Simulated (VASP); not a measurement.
# AlB2P3 in VASP: a series of runs

Runs on AlB2P3. Level: PBE. Tasks: single point.

Everything below comes from runs of VASP 6.6.1. Logs are shortened: lines on timing, memory, paths and dates and some standing lists are left out, and cuts for length are marked.

**1. The cell of the first run**

Symmetry: P31m, No. 157, trigonal system. Conventional cell: a = 5.949 Å, b = 5.949 Å, c = 5.728 Å, α = 90.00°, β = 90.00°, γ = 120.00°. Al (site symmetry 3) has 4 P at 2.28 to 2.33 Å within 3.0 Å. Within 2.6 Å of B (site symmetry 3m) lie 4 P at 1.94 to 2.10 Å. B (site symmetry m) has 4 P at 2.00 to 2.08 Å within 2.7 Å. P (site symmetry 3m) has 4 B at 2.08 to 2.10 Å within 2.8 Å. Within 2.8 Å of P (site symmetry 3) lie 3 B at 2.08 Å and 1 Al at 2.33 Å. P (site symmetry m) has 2 B at 1.94 to 2.00 Å and 2 Al at 2.28 Å within 2.6 Å.

**2. Single point, PBE**

The input, INCAR:

```
PREC = Accurate
ENCUT = 520
EDIFF = 1E-6
ISMEAR = 0
SIGMA = 0.1
LREAL = False
LASPH = True
NELM = 60
ALGO = Normal
ISIF = 2
LWAVE = False
LCHARG = True
GGA = PE
LELF = True
LVHAR = True
NBANDS = 36
```

The input, KPOINTS:

```
regular mesh
0
Gamma
  2 3 3
```

The input, POSCAR:

```
AlB2P3
1.0
    0.0000000000      0.0000000000      5.7284800935
    5.9485348948      0.0000000000      0.0000000000
   -2.9742674474      5.1515823342      0.0000000000
Al B P
2 4 6
Direct
    0.0040678439      0.6666666667      0.3333333333
    0.0040678439      0.3333333333      0.6666666667
    0.9941883190      1.0000000000      0.0000000000
    0.5030938418      0.3221958832      0.0000000000
    0.5030938418      0.0000000000      0.3221958832
    0.5030938418      0.6778041168      0.6778041168
    0.3608014609      1.0000000000      1.0000000000
    0.4108531174      0.6666666667      0.3333333333
    0.4108531174      0.3333333333      0.6666666667
    0.8519622774      0.2951482230      0.0000000000
    0.8519622774      1.0000000000      0.2951482230
    0.8519622774      0.7048517770      0.7048517770
```

Potentials or basis: VASP PAW PBE potentials, release 64 (Al, B, P).

Launch:

```
$ cat potpaw_PBE.64/Al/POTCAR potpaw_PBE.64/B/POTCAR potpaw_PBE.64/P/POTCAR > POTCAR
$ mpirun -np 1 vasp_std > vasp.out
```

OUTCAR:

```text
PREC = Accurate
   ENCUT = 520
   EDIFF = 1E-6
   ISMEAR = 0
   LREAL = False
   LASPH = True
   NELM = 60
   ISIF = 2
   GGA = PE

 ion  position               nearest neighbor table
   1  0.004  0.667  0.333-  11 2.28  10 2.28  12 2.28   8 2.33
   2  0.004  0.333  0.667-  10 2.28  11 2.28  12 2.28   9 2.33
   3  0.994  0.000  0.000-  10 1.94  11 1.94  12 1.94   7 2.10
   4  0.503  0.322  0.000-  10 2.00   7 2.08   9 2.08   8 2.08
   5  0.503  0.000  0.322-  11 2.00   7 2.08   8 2.08   9 2.08
   6  0.503  0.678  0.678-  12 2.00   7 2.08   9 2.08   8 2.08
   7  0.361  0.000  0.000-   4 2.08   5 2.08   6 2.08   3 2.10
   8  0.411  0.667  0.333-   5 2.08   4 2.08   6 2.08   1 2.33
   9  0.411  0.333  0.667-   4 2.08   5 2.08   6 2.08   2 2.33
  10  0.852  0.295  0.000-   3 1.94   4 2.00   2 2.28   1 2.28
  11  0.852  0.000  0.295-   3 1.94   5 2.00   1 2.28   2 2.28
  12  0.852  0.705  0.705-   3 1.94   6 2.00   2 2.28   1 2.28

  LATTYP: Found a hexagonal cell.
 ALAT       =     5.9485348948
 C/A-ratio  =     0.9630068907

  Lattice vectors:

 A1 = (   5.9485348948,   0.0000000000,   0.0000000000)
 A2 = (  -2.9742674474,   5.1515823342,   0.0000000000)
 A3 = (   0.0000000000,   0.0000000000,   5.7284800935)

Analysis of symmetry for initial positions (statically):
=====================================================================
 Subroutine PRICEL returns:
 Original cell was already a primitive cell.

 Routine SETGRP: Setting up the symmetry group for a
 hexagonal supercell.

 Subroutine GETGRP returns: Found  6 space group operations
 (whereof  6 operations were pure point group operations)
 out of a pool of 24 trial point group operations.

The static configuration has the point symmetry C_3v.

Analysis of symmetry for dynamics (positions and initial velocities):
=====================================================================
 Subroutine PRICEL returns:
 Original cell was already a primitive cell.

 Routine SETGRP: Setting up the symmetry group for a
 hexagonal supercell.

 Subroutine GETGRP returns: Found  6 space group operations
 (whereof  6 operations were pure point group operations)
 out of a pool of 24 trial point group operations.

The dynamic configuration has the point symmetry C_3v.

 Subroutine INISYM returns: Found  6 space group operations
 (whereof  6 operations are pure point group operations),
 and found     1 'primitive' translations

----------------------------------------------------------------------------------------

                                     Primitive cell

  volume of cell :     175.5456

  direct lattice vectors                    reciprocal lattice vectors
     0.000000000  0.000000000  5.728480093     0.000000000  0.000000000  0.174566374
     5.948534895  0.000000000  0.000000000     0.168108621  0.097057558  0.000000000
    -2.974267447  5.151582334  0.000000000     0.000000000  0.194115116  0.000000000

  length of vectors
     5.728480093  5.948534895  5.948534895     0.174566374  0.194115116  0.194115116

  position of ions in fractional coordinates (direct lattice)
     0.004067844  0.666666667  0.333333333
     0.004067844  0.333333333  0.666666667
     0.994188319  0.000000000  0.000000000
     0.503093842  0.322195883  0.000000000
     0.503093842  0.000000000  0.322195883
     0.503093842  0.677804117  0.677804117
     0.360801461  0.000000000  0.000000000
     0.410853117  0.666666667  0.333333333
     0.410853117  0.333333333  0.666666667
     0.851962277  0.295148223  0.000000000
     0.851962277  0.000000000  0.295148223
     0.851962277  0.704851777  0.704851777

  ion indices of the primitive-cell ions
   primitive index   ion index
                 1           1
                 2           2
                 3           3
                 4           4
                 5           5
                 6           6
                 7           7
                 8           8
                 9           9
                10          10
                11          11
                12          12

----------------------------------------------------------------------------------------

 KPOINTS: regular mesh

Automatic generation of k-mesh.
 Grid dimensions read from file:
 generate k-points for:    2    3    3

 Generating k-lattice:

  Cartesian coordinates                     Fractional coordinates (reciprocal lattice)
     0.000000000  0.000000000  0.087283187     0.500000000  0.000000000  0.000000000
     0.056036207  0.032352519  0.000000000     0.000000000  0.333333333  0.000000000
     0.000000000  0.064705039  0.000000000     0.000000000  0.000000000  0.333333333

  Length of vectors
     0.087283187  0.064705039  0.064705039

  Shift w.r.t. Gamma in fractional coordinates (k-lattice)
     0.000000000  0.000000000  0.000000000

 Subroutine IBZKPT returns following result:
 ===========================================

 Found      6 irreducible k-points:

 Following reciprocal coordinates:
            Coordinates               Weight
  0.000000  0.000000  0.000000      1.000000
  0.500000  0.000000  0.000000      1.000000
  0.000000  0.333333  0.000000      6.000000
  0.500000  0.333333  0.000000      6.000000
  0.000000  0.333333  0.333333      2.000000
  0.500000  0.333333  0.333333      2.000000
   k-points           NKPTS =      6   k-points in BZ     NKDIM =      6   number of bands    NBANDS=     36
   number of dos      NEDOS =    301   number of ions     NIONS =     12
   total plane-waves  NPLWV = 110592
   dimension x,y,z NGX =    48 NGY =   48 NGZ =   48
   dimension x,y,z NGXF=    96 NGYF=   96 NGZF=   96
   ions per type =               2   4   6
   NGX,Y,Z   is equivalent  to a cutoff of  13.93, 13.41, 13.41 a.u.
   NGXF,Y,Z  is equivalent  to a cutoff of  27.86, 26.83, 26.83 a.u.
 SYSTEM =  unknown system
   PREC   = accura    normal or accurate (medium, high low for compatibility)
   ISTART =      0    job   : 0-new  1-cont  2-samecut
   ICHARG =      2    charge: 1-file 2-atom 10-const
   ISPIN  =      1    spin polarized calculation?
   LNONCOLLINEAR =      F non collinear calculations
   LSORBIT =      F    spin-orbit coupling
   LASPH  =      T    aspherical Exc in radial PAW
   ENCUT  =  520.0 eV  38.22 Ry    6.18 a.u.  10.65 11.06 11.06*2*pi/ulx,y,z
   NELM   =     60;   NELMIN=  2; NELMDL= -5     # of ELM steps
   EDIFF  = 0.1E-05   stopping-criterion for ELM
   LREAL  =      F    real-space projection
   EDIFFG = 0.1E-04   stopping-criterion for IOM
   NSW    =      0    number of steps for IOM
   IBRION =     -1    ionic relax: 0-MD 1-quasi-New 2-CG
   NFREE  =      0    steps in history (QN), initial steepest desc. (CG)
   ISIF   =      2    stress and relaxation
   ISYM   =      2    0-nonsym 1-usesym 2-fastsym
   POTIM  = 0.5000    time-step for ionic-motion
   TEBEG  =    0.0;   TEEND  =   0.0 temperature during run
   PSTRESS=    0.0 pullay stress
   NELECT =      48.0000    total number of electrons
   NUPDOWN=      -1.0000    fix difference up-down
   EMIN   =  10.00;   EMAX   =-10.00  energy-range for DOS
   EFERMI =   0.00;   METHOD = LEGACY
   ISMEAR =     0;   SIGMA  =   0.10  broadening in eV -4-tet -1-fermi 0-gaus
   EFERMI_NEDOS =   21; number of points for ismear=-14 and -15
   IALGO  =     38    algorithm
   IMIX   =      4    mixing-type and parameters
     AMIX     =   0.40;   BMIX     =  1.00
     AMIX_MAG =   1.60;   BMIX_MAG =  1.00
  volume/ion in A,a.u.               =      14.63        98.72
  Fermi-wavevector in a.u.,A,eV,Ry     =   1.062572  2.007971 15.361797  1.129060
  Thomas-Fermi vector in A             =   2.198028
   LORBIT       =      0    0 simple, 1 ext, 2 COOP (PROOUT), +10 PAW based schemes
   GGA     = PE    functional components
   LHFCALC =     F    Hartree Fock is set to
   AEXX    =    0.0000 exact exchange contribution
   IVDW    =     0    specifies the selected vdW correction
   LEPSILON=     F    determine dielectric tensor
   LRPA    =     F    only Hartree local field effects (RPA)
 non-spin polarized calculation
 Gauss-broadening in eV      SIGMA  =   0.10
  energy-cutoff  :      520.00
  volume of cell :      175.55
 maximum number of plane-waves:      4758
 NGX is ok and might be reduce to    48
   NGX = 21   NGY = 23   NGZ = 23

 number of electron      48.0000002 magnetization

 Free energy of the ion-electron system (eV)
  ---------------------------------------------------
  ext. energy  EPLUGINS =         0.00000000
  ---------------------------------------------------
  free energy    TOTEN  =       -69.51373861 eV

  energy without entropy =      -69.51373861  energy(sigma->0) =      -69.51373861

 E-fermi :   7.1516     XC(G=0): -10.1704

 val. band max:        6.7130255403   @ k =   0.0000   0.0000   0.0000
 cond. band min:       7.7719483637   @ k =   0.0000   0.3333   0.3333
 fundamental gap:      1.0589228234
 Fermi energy:         7.1516152266

 k-point     1 :       0.0000    0.0000    0.0000
  band No.  band energies     occupation
      1      -7.7739      2.00000
      2      -5.2828      2.00000
      3      -4.3444      2.00000
      4      -4.2810      2.00000
      5      -4.2810      2.00000
      6      -4.0774      2.00000
[... 28 lines left out ...]
     35      12.5487      0.00000
     36      12.7454      0.00000

 k-point     2 :       0.5000    0.0000    0.0000
  band No.  band energies     occupation
      1      -7.1647      2.00000
      2      -6.5457      2.00000
      3      -4.1966      2.00000
      4      -4.1245      2.00000
      5      -4.1245      2.00000
      6      -3.9825      2.00000
[... 28 lines left out ...]
     35      11.1253      0.00000
     36      11.1253      0.00000

 k-point     3 :       0.0000    0.3333    0.0000
  band No.  band energies     occupation
      1      -7.3188      2.00000
      2      -5.8846      2.00000
      3      -5.0825      2.00000
      4      -4.6748      2.00000
      5      -3.9394      2.00000
      6      -3.7378      2.00000
[... 28 lines left out ...]
     35      11.4970      0.00000
     36      11.7533      0.00000

 k-point     4 :       0.5000    0.3333    0.0000
  band No.  band energies     occupation
      1      -6.7072      2.00000
      2      -6.1763      2.00000
      3      -5.3243      2.00000
      4      -4.6819      2.00000
      5      -4.5789      2.00000
      6      -4.1119      2.00000
[... 28 lines left out ...]
     35      11.1455      0.00000
     36      11.6706      0.00000

 k-point     5 :       0.0000    0.3333    0.3333
  band No.  band energies     occupation
      1      -6.8087      2.00000
      2      -6.0527      2.00000
      3      -6.0527      2.00000
      4      -4.3626      2.00000
      5      -3.8087      2.00000
      6      -3.8087      2.00000
[... 28 lines left out ...]
     35      10.9112      0.00000
     36      10.9113      0.00000

 k-point     6 :       0.5000    0.3333    0.3333
  band No.  band energies     occupation
      1      -6.1773      2.00000
      2      -5.6855      2.00000
      3      -5.6491      2.00000
      4      -5.6491      2.00000
      5      -4.6235      2.00000
      6      -4.6235      2.00000
[... 28 lines left out ...]
     35      10.8943      0.00000
     36      10.8943      0.00000

------------------------ aborting loop because EDIFF is reached ----------------------------------------

  FORCE on cell =-STRESS in cart. coord.  units (eV):
  Direction    XX          YY          ZZ          XY          YZ          ZX
  --------------------------------------------------------------------------------------
  -------------------------------------------------------------------------------------
  Total       -0.1338347     -0.1338347     -0.1630433      0.0000000      0.0000000      0.0000000
  in kB       -1.2214877     -1.2214877     -1.4880701      0.0000000      0.0000000      0.0000000
  external PRESSURE =      -1.3103485 kB  Pullay stress =       0.0000000 kB

 VOLUME and BASIS-vectors are now :
 -----------------------------------------------------------------------------
  energy-cutoff  :      520.00
  volume of cell :      175.55
      direct lattice vectors                 reciprocal lattice vectors
     0.000000000  0.000000000  5.728480093     0.000000000  0.000000000  0.174566374
     5.948534895  0.000000000  0.000000000     0.168108621  0.097057558  0.000000000
    -2.974267447  5.151582334  0.000000000     0.000000000  0.194115116  0.000000000

 POSITION                                       TOTAL-FORCE (eV/Angst)
 -----------------------------------------------------------------------------------
      2.97427      1.71719      0.02330         0.000000      0.000000      0.004917
     -0.00000      3.43439      0.02330         0.000000     -0.000000      0.004917
      0.00000      0.00000      5.69519         0.000000      0.000000      0.007783
      1.91659      0.00000      2.88196         0.040994     -0.000000     -0.032303
     -0.95830      1.65982      2.88196        -0.020497      0.035502     -0.032303
      2.01597      3.49176      2.88196        -0.020497     -0.035502     -0.032303
      0.00000      0.00000      2.06684         0.000000      0.000000     -0.001454
      2.97427      1.71719      2.35356         0.000000      0.000000     -0.012434
     -0.00000      3.43439      2.35356         0.000000      0.000000     -0.012434
      1.75570      0.00000      4.88045         0.042894      0.000000      0.035204
     -0.87785      1.52048      4.88045        -0.021447      0.037147      0.035204
      2.09642      3.63110      4.88045        -0.021447     -0.037147      0.035204
 -----------------------------------------------------------------------------------
    total drift:                               -0.000000      0.000001     -0.000254

  FREE ENERGIE OF THE ION-ELECTRON SYSTEM (eV)
  ---------------------------------------------------
  free  energy   TOTEN  =       -69.5137386059 eV

  energy  without entropy=      -69.5137386059  energy(sigma->0) =      -69.51373861
```

Run time: 55 s. Hardware: 1 thread of Intel Xeon Platinum 8259CL at 2.50GHz (Skylake/Cascade Lake), shared host; peak memory 0.32 GiB.

Results:

```
Free energy            : -69.5137 eV
Pressure               : -0.1 GPa
Largest force          : 0.055 eV/Å
Band gap on the k mesh : 1.06 eV, indirect (least direct gap 1.10 eV)
```

Forces in eV/Å, atoms in the order of the input:
```
Al   0.000  0.000  0.005
Al   0.000  0.000  0.005
B    0.000  0.000  0.008
B    0.041  0.000 -0.032
B   -0.020  0.036 -0.032
B   -0.020 -0.036 -0.032
P    0.000  0.000 -0.001
P    0.000  0.000 -0.012
P    0.000  0.000 -0.012
P    0.043  0.000  0.035
P   -0.021  0.037  0.035
P   -0.021 -0.037  0.035
```

Caveat: the k points lie up to 0.55 Å⁻¹ apart. PBE gaps usually lie below the measured ones, often by a third to a half.

**3. Single point, PBE**

The input, INCAR:

```
SYSTEM = AlB2P3
  PREC = Accurate
  ENCUT = 520
  EDIFF = 1E-6
  ISMEAR = 0
  SIGMA = 0.1
  LREAL = .FALSE.
  LASPH = .TRUE.
  NELM = 80
  ALGO = Normal
  ISIF = 2
  LWAVE = .FALSE.
  LCHARG = .FALSE.
  GGA = PE
  NBANDS = 36
```

The input, KPOINTS:

```
regular mesh
0
G
  3 3 4
  0 0 0
```

The input, POSCAR:

```
AlB2P3
1.0
    5.9475300010      0.0000000000      0.0000000000
   -2.9737650005      5.1507120706      0.0000000000
    0.0000000000      0.0000000000      5.7264139844
Al B P
2 4 6
Direct
    0.6666666667      0.3333333333      0.0039178513
    0.3333333333      0.6666666667      0.0039178513
    0.0000000000      0.0000000000     -0.0051850668
    0.3220859519      0.0000000000      0.5029879584
    0.0000000000      0.3220859519      0.5029879584
    0.6779140481      0.6779140481      0.5029879584
    0.0000000000      0.0000000000      0.3606145975
    0.6666666667      0.3333333333      0.4109119179
    0.3333333333      0.6666666667      0.4109119179
    0.2949247587      0.0000000000      0.8519823719
    0.0000000000      0.2949247587      0.8519823719
    0.7050752413      0.7050752413      0.8519823719
```

Potentials or basis: VASP PAW PBE potentials, release 64 (Al, B, P).

Launch:

```
$ cat potpaw_PBE.64/Al/POTCAR potpaw_PBE.64/B/POTCAR potpaw_PBE.64/P/POTCAR > POTCAR
$ mpirun -np 1 vasp_std > vasp.out
```

It took 76 s on 1 thread of Intel Xeon Platinum 8259CL at 2.50GHz (Skylake/Cascade Lake), shared host; peak memory 0.33 GiB.

It converged, with:

```yaml
Free_energy: -69.5158 eV
Pressure: -0.1 GPa
Largest_force: 0.041 eV/Å
Band_gap_on_the_k_mesh: 0.97 eV, indirect (least direct gap 1.09 eV)
```

Forces on the atoms (eV/Å):
```
Al   0.000  0.000  0.003
Al   0.000  0.000  0.003
B    0.000  0.000 -0.041
B    0.003  0.000  0.009
B   -0.002  0.003  0.009
B   -0.002 -0.003  0.009
P    0.000  0.000  0.021
P    0.000  0.000 -0.005
P    0.000  0.000 -0.005
P   -0.005  0.000  0.000
P    0.003 -0.005  0.000
P    0.003  0.005  0.000
```

Levels at points of the mesh, in eV from the valence-band top:
```
           k point  band 21  band 22  band 23  band 24  band 25  band 26  band 27  band 28
(0.00, 0.00, 0.00)    -2.12    -0.73     0.00     0.00     1.09     1.09     1.77     2.62
(0.00, 0.00, 0.50)    -1.90    -1.46    -0.52    -0.52     1.88     2.11     2.44     2.44
```

(Continued in part 2 of 2.)
